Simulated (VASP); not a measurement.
# Ga8Sb5P3 (R3m) in VASP: notebook, part 2 of 2

VASP 6.6.1.

## 3. Single point, PBEsol

File INCAR:

```
SYSTEM = Ga8Sb5P3
PREC = Accurate
ENCUT = 500
EDIFF = 1E-6
ISMEAR = 0
SIGMA = 0.1
LREAL = .False.
LASPH = .True.
NELM = 120
ALGO = Normal
ISIF = 2
LWAVE = .False.
LCHARG = .True.
GGA = PS
LELF = .True.
LVHAR = .True.
NBANDS = 86
GGA_COMPAT = .False.
```

File KPOINTS:

```
Automatic mesh
0
Gamma
  4 4 4
  0 0 0
```

File POSCAR:

```
Ga8Sb5P3
1.0
   -0.0067018895      5.8687494808      5.8687494808
    5.8620475913      0.0000000000      5.8620475913
    5.8620475913      5.8620475913      0.0000000000
Ga Sb P
8 5 3
Direct
    0.0010214383     -0.0003404794     -0.0003404794
   -0.0238944946      0.0068348337      0.5085298305
   -0.0238944946      0.5085298305      0.0068348337
   -0.0238944946      0.5085298305      0.5085298305
    0.5160167521     -0.0143218877     -0.0143218877
    0.5160167521     -0.0143218877      0.5126270233
    0.5160167521      0.5126270233     -0.0143218877
    0.5183529759      0.4938823414      0.4938823414
    0.1266801242      0.1254649810      0.1254649810
    0.1266801242      0.1254649810      0.6223899138
    0.1266801242      0.6223899138      0.1254649810
    0.1243814515      0.6252061828      0.6252061828
    0.6253195054      0.1248934982      0.1248934982
    0.6248391613      0.1236004986      0.6257801701
    0.6248391613      0.6257801701      0.1236004986
    0.6248391613      0.6257801701      0.6257801701
```

Potentials or basis: VASP PAW PBE potentials, release 64 (Ga_d, Sb, P).

Run with:

```sh
$ cat potpaw_PBE.64/Ga_d/POTCAR potpaw_PBE.64/Sb/POTCAR potpaw_PBE.64/P/POTCAR > POTCAR
$ mpirun -np 1 vasp_std > vasp.out
```

OUTCAR:

```text
SYSTEM = Ga8Sb5P3
   PREC = Accurate
   ENCUT = 500
   EDIFF = 1E-6
   ISMEAR = 0
   LREAL = .False.
   LASPH = .True.
   NELM = 120
   ISIF = 2
   GGA = PS

 ion  position               nearest neighbor table
   1  0.001  1.000  1.000-  13 2.55   9 2.55  11 2.55  10 2.55
   2  0.976  0.007  0.509-  14 2.38  12 2.59  10 2.60   9 2.60
   3  0.976  0.509  0.007-  15 2.38  12 2.59  11 2.60   9 2.60
   4  0.976  0.509  0.509-  16 2.38  12 2.59  10 2.60  11 2.60
   5  0.516  0.986  0.986-  14 2.44  15 2.44  13 2.63   9 2.64
   6  0.516  0.986  0.513-  16 2.44  14 2.44  13 2.63  10 2.64
[... 8 lines left out ...]
  15  0.625  0.626  0.124-   3 2.38   5 2.44   7 2.44   8 2.51
  16  0.625  0.626  0.626-   4 2.38   6 2.44   7 2.44   8 2.51

  LATTYP: Found a trigonal (rhomboedric) cell.
 ALAT       =     8.2996678158
 COS(alpha) =     0.5011416353

  Lattice vectors:

 A1 = (  -5.8687494808,   5.8687494808,   0.0067018895)
 A2 = (  -5.8687494808,   0.0067018895,   5.8687494808)
 A3 = (  -0.0067018895,   5.8687494808,   5.8687494808)

Analysis of symmetry for initial positions (statically):
=====================================================================
 Subroutine PRICEL returns:
 Original cell was already a primitive cell.

 Routine SETGRP: Setting up the symmetry group for a
 trigonal (rhombohedral) supercell.

 Subroutine GETGRP returns: Found  6 space group operations
 (whereof  6 operations were pure point group operations)
 out of a pool of 12 trial point group operations.

The static configuration has the point symmetry C_3v.

Analysis of symmetry for dynamics (positions and initial velocities):
=====================================================================
 Subroutine PRICEL returns:
 Original cell was already a primitive cell.

 Routine SETGRP: Setting up the symmetry group for a
 trigonal (rhombohedral) supercell.

 Subroutine GETGRP returns: Found  6 space group operations
 (whereof  6 operations were pure point group operations)
 out of a pool of 12 trial point group operations.

The dynamic configuration has the point symmetry C_3v.

 Subroutine INISYM returns: Found  6 space group operations
 (whereof  6 operations are pure point group operations),
 and found     1 'primitive' translations

----------------------------------------------------------------------------------------

                                     Primitive cell

  volume of cell :     403.5730

  direct lattice vectors                    reciprocal lattice vectors
    -0.006701889  5.868749481  5.868749481    -0.085148408  0.085148408  0.085148408
     5.862047591  0.000000000  5.862047591     0.085245755 -0.085245755  0.085343102
     5.862047591  5.862047591  0.000000000     0.085245755  0.085343102 -0.085245755

  length of vectors
     8.299667816  8.290187207  8.290187207     0.147481368  0.147706204  0.147706204

  position of ions in fractional coordinates (direct lattice)
     0.001021438  0.999659521  0.999659521
     0.976105505  0.006834834  0.508529831
     0.976105505  0.508529831  0.006834834
     0.976105505  0.508529831  0.508529831
     0.516016752  0.985678112  0.985678112
     0.516016752  0.985678112  0.512627023
[... 8 lines left out ...]
     0.624839161  0.625780170  0.123600499
     0.624839161  0.625780170  0.625780170

[... 57 lines left out ...]
  0.000000  0.500000  0.250000     12.000000
  0.250000  0.500000  0.250000      6.000000
 -0.250000  0.500000  0.250000      6.000000
   k-points           NKPTS =     13   k-points in BZ     NKDIM =     13   number of bands    NBANDS=     86
   number of dos      NEDOS =    301   number of ions     NIONS =     16
   total plane-waves  NPLWV = 230400
   dimension x,y,z NGX =    64 NGY =   60 NGZ =   60
   dimension x,y,z NGXF=   128 NGYF=  120 NGZF=  120
   ions per type =               8   5   3
   NGX,Y,Z   is equivalent  to a cutoff of  12.82, 12.03, 12.03 a.u.
   NGXF,Y,Z  is equivalent  to a cutoff of  25.64, 24.06, 24.06 a.u.
 SYSTEM =  Ga8Sb5P3
   PREC   = accura    normal or accurate (medium, high low for compatibility)
   ISTART =      0    job   : 0-new  1-cont  2-samecut
   ICHARG =      2    charge: 1-file 2-atom 10-const
   ISPIN  =      1    spin polarized calculation?
   LNONCOLLINEAR =      F non collinear calculations
   LSORBIT =      F    spin-orbit coupling
   LASPH  =      T    aspherical Exc in radial PAW
   ENCUT  =  500.0 eV  36.75 Ry    6.06 a.u.  15.13 15.11 15.11*2*pi/ulx,y,z
   NELM   =    120;   NELMIN=  2; NELMDL= -5     # of ELM steps
   EDIFF  = 0.1E-05   stopping-criterion for ELM
   LREAL  =      F    real-space projection
   EDIFFG = 0.1E-04   stopping-criterion for IOM
   NSW    =      0    number of steps for IOM
   IBRION =     -1    ionic relax: 0-MD 1-quasi-New 2-CG
   NFREE  =      0    steps in history (QN), initial steepest desc. (CG)
   ISIF   =      2    stress and relaxation
   ISYM   =      2    0-nonsym 1-usesym 2-fastsym
   POTIM  = 0.5000    time-step for ionic-motion
   TEBEG  =    0.0;   TEEND  =   0.0 temperature during run
   PSTRESS=    0.0 pullay stress
   NELECT =     144.0000    total number of electrons
   NUPDOWN=      -1.0000    fix difference up-down
   EMIN   =  10.00;   EMAX   =-10.00  energy-range for DOS
   EFERMI =   0.00;   METHOD = LEGACY
   ISMEAR =     0;   SIGMA  =   0.10  broadening in eV -4-tet -1-fermi 0-gaus
   EFERMI_NEDOS =   21; number of points for ismear=-14 and -15
   IALGO  =     38    algorithm
   IMIX   =      4    mixing-type and parameters
     AMIX     =   0.40;   BMIX     =  1.00
     AMIX_MAG =   1.60;   BMIX_MAG =  1.00
  volume/ion in A,a.u.               =      25.22       170.22
  Fermi-wavevector in a.u.,A,eV,Ry     =   1.161150  2.194255 18.344314  1.348269
  Thomas-Fermi vector in A             =   2.297725
   LORBIT       =      0    0 simple, 1 ext, 2 COOP (PROOUT), +10 PAW based schemes
   GGA     = PS    functional components
   LHFCALC =     F    Hartree Fock is set to
   AEXX    =    0.0000 exact exchange contribution
   IVDW    =     0    specifies the selected vdW correction
   LEPSILON=     F    determine dielectric tensor
   LRPA    =     F    only Hartree local field effects (RPA)
 non-spin polarized calculation
 Gauss-broadening in eV      SIGMA  =   0.10
  energy-cutoff  :      500.00
  volume of cell :      403.57
 maximum number of plane-waves:     10272
 NGX is ok and might be reduce to    64
   NGX = 31   NGY = 31   NGZ = 31

 number of electron     144.0000005 magnetization

 Free energy of the ion-electron system (eV)
  ---------------------------------------------------
  ext. energy  EPLUGINS =         0.00000000
  ---------------------------------------------------
  free energy    TOTEN  =       -69.32897048 eV

  energy without entropy =      -69.32536624  energy(sigma->0) =      -69.32716836

 E-fermi :   5.0111     XC(G=0):  -9.5524

 val. band max:        4.8720245776   @ k =   0.2500   0.0000   0.0000
 cond. band min:       5.0353639322   @ k =   0.2500   0.0000   0.0000
 fundamental gap:      0.1633393546
 Fermi energy:         5.0110583391

 k-point     1 :       0.0000    0.0000    0.0000
  band No.  band energies     occupation
      1     -10.4114      2.00000
      2     -10.4058      2.00000
      3     -10.4058      2.00000
      4     -10.3509      2.00000
      5     -10.3509      2.00000
      6     -10.2479      2.00000
[... 1120 lines left out ...]
     83       8.3666      0.00000
     84       8.4864      0.00000
 [bands above 84 left out]

------------------------ aborting loop because EDIFF is reached ----------------------------------------

  FORCE on cell =-STRESS in cart. coord.  units (eV):
  Direction    XX          YY          ZZ          XY          YZ          ZX
  --------------------------------------------------------------------------------------
  -------------------------------------------------------------------------------------
  Total        0.2111050      0.2111050      0.2111050      0.0120018     -0.0120018      0.0120018
  in kB        0.8380827      0.8380827      0.8380827      0.0476470     -0.0476470      0.0476470
  external PRESSURE =       0.8380827 kB  Pullay stress =       0.0000000 kB

 VOLUME and BASIS-vectors are now :
 -----------------------------------------------------------------------------
  energy-cutoff  :      500.00
  volume of cell :      403.57
      direct lattice vectors                 reciprocal lattice vectors
    -0.006701889  5.868749481  5.868749481    -0.085148408  0.085148408  0.085148408
     5.862047591  0.000000000  5.862047591     0.085245755 -0.085245755  0.085343102
     5.862047591  5.862047591  0.000000000     0.085245755  0.085343102 -0.085245755

 POSITION                                       TOTAL-FORCE (eV/Angst)
 -----------------------------------------------------------------------------------
     11.72010      5.86605      5.86605        -0.003123      0.003123      0.003123
      3.01455      8.70954      5.76858         0.022693     -0.022693     -0.014921
      3.01455      5.76858      8.70954         0.022693     -0.014921     -0.022693
      5.95551      8.70954      8.70954         0.014921     -0.022693     -0.022693
     11.55273      8.80647      8.80647        -0.015086     -0.001383     -0.001383
      8.77968      6.03342      8.80647         0.001383      0.015086     -0.001383
[... 8 lines left out ...]
      4.38872      4.39158      7.33538        -0.003678      0.000800      0.003678
      7.33252      7.33538      7.33538        -0.000800      0.003678      0.003678
 -----------------------------------------------------------------------------------
    total drift:                               -0.000160      0.000208      0.000209

  FREE ENERGIE OF THE ION-ELECTRON SYSTEM (eV)
  ---------------------------------------------------
  free  energy   TOTEN  =       -69.3289704831 eV

  energy  without entropy=      -69.3253662383  energy(sigma->0) =      -69.32716836
```

It took 9.2 min on 1 thread of Oxide Virtual Turin-like, shared host; peak memory 0.65 GiB.

Results:

| Item | Value |
| --- | --- |
| Free energy | -69.3290 eV |
| Pressure | 0.1 GPa |
| Largest force | 0.035 eV/Å |
| Band gap on the k mesh | zero (bands 72 and 73 overlap by 0.04 eV) |

Forces in eV/Å, atoms in the order of the input:
```
Ga  -0.003  0.003  0.003
Ga   0.023 -0.023 -0.015
Ga   0.023 -0.015 -0.023
Ga   0.015 -0.023 -0.023
Ga  -0.015 -0.001 -0.001
Ga   0.001  0.015 -0.001
Ga   0.001 -0.001  0.015
Ga   0.003 -0.003 -0.003
Sb  -0.008  0.009  0.009
Sb  -0.009  0.008  0.009
Sb  -0.009  0.009  0.008
Sb  -0.018  0.018  0.018
Sb   0.004 -0.004 -0.004
P   -0.004  0.004  0.001
P   -0.004  0.001  0.004
P   -0.001  0.004  0.004
```

Caveat: semilocal functionals underestimate gaps, and a narrow one can read as zero; the PAW data sets were made with another functional, which shifts forces and pressure a little; spin-orbit coupling is left out, which moves the levels of the heavy elements.

## 4. Single point, PBEsol

File INCAR:

```
SYSTEM = Ga8Sb5P3
ALGO     = Normal         ! electronic algorithm
EDIFF    = 1E-6           ! SCF threshold, eV
ENCUT    = 500            ! plane-wave cutoff, eV
GGA      = PS             ! functional
GGA_COMPAT= .FALSE.      
ISIF     = 2              ! what is computed and relaxed
ISMEAR   = 0              ! smearing method
LASPH    = .TRUE.         ! aspherical terms in the spheres
LCHARG   = .FALSE.        ! write CHGCAR
LREAL    = .FALSE.        ! projectors in reciprocal space
LWAVE    = .FALSE.        ! write WAVECAR
NBANDS   = 86             ! bands
NELM     = 120            ! most SCF steps
PREC     = Accurate       ! precision mode
SIGMA    = 0.1            ! smearing width, eV
```

File KPOINTS:

```
k-points
0
G
  4 4 4
  0 0 0
```

File POSCAR:

```
Ga8Sb5P3
1.0
    0.0000000000      5.8676875000      5.8676875000
    5.8676875000      0.0000000000      5.8676875000
    5.8676875000      5.8676875000      0.0000000000
Ga Sb P
8 5 3
Direct
    0.0000000000      0.0000000000      0.0000000000
    0.0000000000      0.0000000000      0.5000000000
    0.0000000000      0.5000000000      0.0000000000
    0.0000000000      0.5000000000      0.5000000000
    0.5000000000      0.0000000000      0.0000000000
    0.5000000000      0.0000000000      0.5000000000
    0.5000000000      0.5000000000      0.0000000000
    0.5000000000      0.5000000000      0.5000000000
    0.1250000000      0.1250000000      0.1250000000
    0.1250000000      0.1250000000      0.6250000000
    0.1250000000      0.6250000000      0.1250000000
    0.1250000000      0.6250000000      0.6250000000
    0.6250000000      0.1250000000      0.1250000000
    0.6250000000      0.1250000000      0.6250000000
    0.6250000000      0.6250000000      0.1250000000
    0.6250000000      0.6250000000      0.6250000000
```

Run with:

```sh
$ cat potpaw_PBE.64/Ga_d/POTCAR potpaw_PBE.64/Sb/POTCAR potpaw_PBE.64/P/POTCAR > POTCAR
$ mpirun -np 1 vasp_std > vasp.out
```

It took 8.9 min on 1 thread of Oxide Virtual Turin-like, shared host; peak memory 0.74 GiB.

Results (log left out):

| Quantity | Value |
| --- | --- |
| Free energy | -68.3919 eV |
| Pressure | 1.0 GPa |
| Largest force | 1.780 eV/Å |
| Band gap on the k mesh | 0.10 eV |

Forces in eV/Å, atoms in the order of the input:
```
Ga   0.001 -0.001 -0.001
Ga   0.875 -0.875 -0.874
Ga   0.875 -0.874 -0.875
Ga   0.874 -0.875 -0.875
Ga  -1.780  0.000  0.000
Ga   0.000  1.780  0.000
Ga   0.000  0.000  1.780
Ga  -0.907  0.907  0.907
Sb  -0.008 -0.119 -0.119
Sb   0.119  0.008 -0.119
Sb   0.119 -0.119  0.008
Sb   0.116 -0.116 -0.116
Sb  -0.128  0.128  0.128
P   -0.076  0.076  0.005
P   -0.076  0.005  0.076
P   -0.005  0.076  0.076
```

Stress tensor (GPa, compression positive):
```
 0.98  0.06  0.06
 0.06  0.98 -0.06
 0.06 -0.06  0.98
```

Levels at points of the mesh, in eV from the valence-band top:
```
           k point  band 68  band 69  band 70  band 71  band 72  band 73  band 74  band 75  band 76  band 77
(0.00, 0.00, 0.00)    -1.11    -1.11    -0.08     0.00     0.00     0.10     0.50     0.50     0.99     1.08
(0.50, 0.00, 0.00)    -2.05    -0.92    -0.92    -0.54    -0.54     0.86     1.43     1.59     1.59     1.82
(0.00, 0.50, 0.00)    -2.00    -0.82    -0.79    -0.68    -0.67     0.99     1.14     1.52     1.64     1.81
(0.50, 0.50, 0.00)    -1.72    -1.33    -1.29    -1.23    -1.23     1.41     1.42     2.14     2.15     2.28
```

Caveat: semilocal functionals underestimate gaps, and a narrow one can read as zero; the PAW data sets were made with another functional, which shifts forces and pressure a little; spin-orbit coupling is left out, which moves the levels of the heavy elements.

## 5. Overview

| cell | k mesh | gap on the mesh (eV) | pressure (GPa) | largest force (eV/Å) |
| --- | --- | --- | --- | --- |
| a = 8.302, b = 8.290, c = 8.290 Å, angles 60.0°, 16 atoms, atomic positions A | 3 × 3 × 3 | none | 0.1 | 0.05 |
| a = 8.300, b = 8.290, c = 8.290 Å, angles 60.0°, 16 atoms, atomic positions B | 4 × 4 × 4 | none | 0.1 | 0.04 |
| a = 8.298 Å, angles 60.0°, 16 atoms, atomic positions C | 4 × 4 × 4 | 0.10 | 1.0 | 1.78 |

Alike in all rows: task single point; level PBEsol; potentials or basis VASP PAW PBE potentials, release 64 (Ga_d, Sb, P); no spin polarisation; cutoff (eV) 500; smearing gaussian 0.1 eV.

Caveats: semilocal functionals underestimate gaps, and a narrow one can read as zero; the PAW data sets were made with another functional, which shifts forces and pressure a little; spin-orbit coupling is left out, which moves the levels of the heavy elements.

Total energies depend on the potentials used, so only differences within one code and one set of settings carry meaning.

The gap in the log of VASP goes by the Fermi energy; the results here count the filled bands.